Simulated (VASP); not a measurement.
# Al6H in VASP: a series of runs, part 2 of 2

VASP 6.6.1. The steps go on from the part before.

## (3) Single point, PBE

The input, INCAR:

```
PREC = Accurate
ENCUT = 520
EDIFF = 1E-6
ISMEAR = 0
SIGMA = 0.1
LREAL = False
LASPH = True
NELM = 80
ALGO = Normal
ISIF = 2
LWAVE = False
LCHARG = True
LDIPOL = True
IDIPOL = 3
DIPOL = 0.5 0.5 0.307
GGA = PE
LELF = True
LVHAR = True
LVACPOTAV = True
NBANDS = 32
```

The input, KPOINTS:

```
Automatic mesh
0
Gamma
  5 5 1
```

The input, POSCAR:

```
Al6H
1.0
    5.7135165837      0.0000000000      0.0000000000
    0.0000000000      5.7135165837      0.0000000000
    0.0000000000      0.0000000000     22.1746954375
Al H
12 2
Direct
    0.2500000000      0.2500000000      0.1803857921
    0.2500000000      0.7500000000      0.1803857921
    0.7500000000      0.2500000000      0.1803857921
    0.7500000000      0.7500000000      0.1803857921
    0.0000000000      0.0000000000      0.2744050924
    0.0000000000      0.5000000000      0.2744050924
    0.5000000000      0.0000000000      0.2744050924
    0.5000000000      0.5000000000      0.2744050924
    0.2500000000      0.2500000000      0.3686497278
    0.2500000000      0.7500000000      0.3686497278
    0.7500000000      0.2500000000      0.3686497278
    0.7500000000      0.7500000000      0.3686497278
    0.0000000000     -0.0656338342      0.5039390719
    0.0000000000      0.0656338342      0.5039390719
```

Potentials or basis: VASP PAW PBE potentials, release 64 (Al, H).

The run is started by

```console
$ cat potpaw_PBE.64/Al/POTCAR potpaw_PBE.64/H/POTCAR > POTCAR
$ mpirun -np 1 vasp_std > vasp.out
```

OUTCAR:

```text
PREC = Accurate
   ENCUT = 520
   EDIFF = 1E-6
   ISMEAR = 0
   LREAL = False
   LASPH = True
   NELM = 80
   ISIF = 2
   GGA = PE

 ion  position               nearest neighbor table
   1  0.250  0.250  0.180-   2 2.86   3 2.86   2 2.86   3 2.86   7 2.90   8 2.90   5 2.90   6 2.90

   2  0.250  0.750  0.180-   1 2.86   4 2.86   1 2.86   4 2.86   7 2.90   8 2.90   5 2.90   6 2.90

   3  0.750  0.250  0.180-   1 2.86   4 2.86   4 2.86   1 2.86   7 2.90   8 2.90   5 2.90   6 2.90
[... 15 lines left out ...]
  11  0.750  0.250  0.369-   9 2.86  12 2.86  12 2.86   9 2.86   5 2.91   6 2.91   7 2.91   8 2.91

  12  0.750  0.750  0.369-  10 2.86  11 2.86  11 2.86  10 2.86   5 2.91   6 2.91   7 2.91   8 2.91

[... 529 lines left out ...]
     0.000000000  5.713516584  0.000000000     0.000000000  0.175023558  0.000000000
     0.000000000  0.000000000 22.174695437     0.000000000  0.000000000  0.045096448

 POSITION                                       TOTAL-FORCE (eV/Angst)
 -----------------------------------------------------------------------------------
      1.42838      1.42838      4.00000         0.001521      0.003546      0.017582
      1.42838      4.28514      4.00000         0.001521     -0.003546      0.017582
      4.28514      1.42838      4.00000        -0.001521      0.003546      0.017582
      4.28514      4.28514      4.00000        -0.001521     -0.003546      0.017582
      0.00000      0.00000      6.08485         0.000000      0.000000      0.003425
      0.00000      2.85676      6.08485         0.000000      0.000000      0.005674
      2.85676      0.00000      6.08485         0.000000      0.000000      0.004953
      2.85676      2.85676      6.08485         0.000000      0.000000      0.017870
      1.42838      1.42838      8.17470         0.013633      0.015847     -0.057727
      1.42838      4.28514      8.17470         0.013633     -0.015847     -0.057727
      4.28514      1.42838      8.17470        -0.013633      0.015847     -0.057727
      4.28514      4.28514      8.17470        -0.013633     -0.015847     -0.057727
      0.00000      5.33852     11.17470         0.000000     -0.021691      0.064329
      0.00000      0.37500     11.17470        -0.000000      0.021691      0.064329
 -----------------------------------------------------------------------------------
    total drift:                               -0.000000      0.000000      0.000189

  FREE ENERGIE OF THE ION-ELECTRON SYSTEM (eV)
  ---------------------------------------------------
  free  energy   TOTEN  =       -48.0135642934 eV

  energy  without entropy=      -47.9950566596  energy(sigma->0) =      -48.00431048

 vacuum level on the upper side and lower side of the slab         3.475         3.536
```

stdout:

```text
POSCAR found type information on POSCAR AlH
 POSCAR found :  2 types and      14 ions
 scaLAPACK will be used
 LDA part: xc-table for (Slater+PW92), standard interpolation
 POSCAR, INCAR and KPOINTS ok, starting setup
 FFT: planning ... GRIDC
 FFT: planning ... GRID_SOFT
 FFT: planning ... GRID
 WAVECAR not read
 entering main loop
 -----------------------------------------------------------------------------
|                                                                             |
|           W    W    AA    RRRRR   N    N  II  N    N   GGGG   !!!           |
|           W    W   A  A   R    R  NN   N  II  NN   N  G    G  !!!           |
|           W    W  A    A  R    R  N N  N  II  N N  N  G       !!!           |
|           W WW W  AAAAAA  RRRRR   N  N N  II  N  N N  G  GGG   !            |
|           WW  WW  A    A  R   R   N   NN  II  N   NN  G    G                |
|           W    W  A    A  R    R  N    N  II  N    N   GGGG   !!!           |
|                                                                             |
|     Did not find any points to average over, which means that no vacuum     |
|     field-free region was found. Please increase the size of  your cell     |
|     in the dimension of the dipole correction to obtain accurate            |
|     workfunction values.                                                    |
|                                                                             |
 -----------------------------------------------------------------------------
```

Run time: 5.1 min. Hardware: 1 thread of Intel Xeon Platinum 8488C (Sapphire Rapids), shared host; peak memory 0.67 GiB.

Results:

| Quantity | Value |
| --- | --- |
| Free energy | -48.0136 eV |
| Largest force | 0.068 eV/Å |
| Band gap on the k mesh | zero (band 19 reaches -0.57 eV, above the bottom of band 20 at -1.10 eV) |

Forces in eV/Å, atoms in the order of the input:
```
Al   0.002  0.004  0.018
Al   0.002 -0.004  0.018
Al  -0.002  0.004  0.018
Al  -0.002 -0.004  0.018
Al   0.000  0.000  0.003
Al   0.000  0.000  0.006
Al   0.000  0.000  0.005
Al   0.000  0.000  0.018
Al   0.014  0.016 -0.058
Al   0.014 -0.016 -0.058
Al  -0.014  0.016 -0.058
Al  -0.014 -0.016 -0.058
H    0.000 -0.022  0.064
H    0.000  0.022  0.064
```

Levels at points of the mesh, in eV from the Fermi level:
| k point | band 15 | band 16 | band 17 | band 18 | band 19 | band 20 | band 21 | band 22 | band 23 | band 24 |
| --- | --- | --- | --- | --- | --- | --- | --- | --- | --- | --- |
| (0.00, 0.00, 0.00) | -1.70 | -0.77 | -0.76 | -0.66 | -0.32 | 0.03 | 0.04 | 0.06 | 0.06 | 1.53 |

## (4) Single point, PBE

The input, INCAR:

```
PREC = Accurate
ENCUT = 520
EDIFF = 1E-6
ISMEAR = 0
SIGMA = 0.1
LREAL = False
LASPH = True
NELM = 80
ALGO = Normal
ISIF = 2
LWAVE = False
LCHARG = False
LDIPOL = True
IDIPOL = 3
DIPOL = 0.5 0.5 0.295
GGA = PE
NBANDS = 32
```

KPOINTS is that of step 3.

Edit POSCAR of step 3 so:

```diff
@@ -20,3 +20,3 @@
     0.7500000000      0.7500000000      0.3686497278
-    0.0000000000     -0.0656338342      0.5039390719
-    0.0000000000      0.0656338342      0.5039390719
+    0.0000000000     -0.0656338342      0.4178048562
+    0.0000000000      0.0656338342      0.4178048562
```

The run is started by

```console
$ cat potpaw_PBE.64/Al/POTCAR potpaw_PBE.64/H/POTCAR > POTCAR
$ mpirun -np 1 vasp_std > vasp.out
```

It took 5.2 min on 1 thread of Intel Xeon 6975P-C (Granite Rapids), shared host; peak memory 0.67 GiB.

Results (log left out):

* Free energy: -46.8727 eV
* Largest force: 2.723 eV/Å
* Band gap on the k mesh: zero (band 19 reaches -0.24 eV, above the bottom of band 20 at -0.99 eV)

Forces on the atoms (eV/Å):
```
Al  -0.011 -0.001  0.038
Al  -0.011  0.001  0.038
Al   0.011 -0.001  0.038
Al   0.011  0.001  0.038
Al   0.000  0.000  0.118
Al   0.000  0.000 -0.053
Al   0.000  0.000 -0.076
Al   0.000  0.000  0.046
Al   0.484  0.511 -0.303
Al   0.484 -0.511 -0.303
Al  -0.484  0.511 -0.303
Al  -0.484 -0.511 -0.303
H    0.000 -2.674  0.513
H    0.000  2.674  0.513
```

Levels at points of the mesh, in eV from the Fermi level:
| k point | band 16 | band 17 | band 18 | band 19 | band 20 | band 21 | band 22 | band 23 |
| --- | --- | --- | --- | --- | --- | --- | --- | --- |
| (0.00, 0.00, 0.00) | -1.35 | -1.09 | -0.83 | -0.46 | -0.24 | -0.17 | -0.16 | 0.67 |

## (5) Single point, PBE

The input, INCAR:

```
SYSTEM = Al6H
ALGO = Normal
DIPOL = 0.5 0.5 0.299
EDIFF = 1E-6
ENCUT = 520
GGA = PE
IDIPOL = 3
ISIF = 2
ISMEAR = 0
LASPH = .TRUE.
LCHARG = .FALSE.
LDIPOL = .TRUE.
LREAL = .FALSE.
LWAVE = .FALSE.
NBANDS = 32
NELM = 80
PREC = Accurate
SIGMA = 0.1
```

The input, KPOINTS:

```
k-points
0
G
  5 5 1
  0 0 0
```

Edit POSCAR of step 4 so:

```diff
@@ -20,3 +20,3 @@
     0.7500000000      0.7500000000      0.3686497278
-    0.0000000000     -0.0656338342      0.4178048562
-    0.0000000000      0.0656338342      0.4178048562
+    0.0000000000     -0.0656338342      0.4466665829
+    0.0000000000      0.0656338342      0.4466665829
```

The run is started by

```console
$ cat potpaw_PBE.64/Al/POTCAR potpaw_PBE.64/H/POTCAR > POTCAR
$ mpirun -np 1 vasp_std > vasp.out
```

Wall time 5.1 min (1 thread of Intel Xeon 6975P-C (Granite Rapids), shared host); peak memory 0.68 GiB.

It converged, with:

```
Free energy            : -47.4276 eV
Largest force          : 0.873 eV/Å
Band gap on the k mesh : zero (band 19 reaches -0.26 eV, above the bottom of band 20 at -0.90 eV)
```

Forces in eV/Å, atoms in the order of the input:
```
Al  -0.002  0.000  0.046
Al  -0.002  0.000  0.046
Al   0.002  0.000  0.046
Al   0.002  0.000  0.046
Al   0.000  0.000  0.075
Al   0.000  0.000 -0.057
Al   0.000  0.000 -0.068
Al   0.000  0.000  0.068
Al   0.247  0.263 -0.255
Al   0.247 -0.263 -0.255
Al  -0.247  0.263 -0.255
Al  -0.247 -0.263 -0.255
H    0.000 -0.772  0.409
H    0.000  0.772  0.409
```

Levels at points of the mesh, in eV from the Fermi level:
```
           k point  band 15  band 16  band 17  band 18  band 19  band 20  band 21  band 22  band 23  band 24
(0.00, 0.00, 0.00)    -1.52    -1.05    -0.94    -0.76    -0.40    -0.08    -0.08    -0.05     0.20     1.41
```
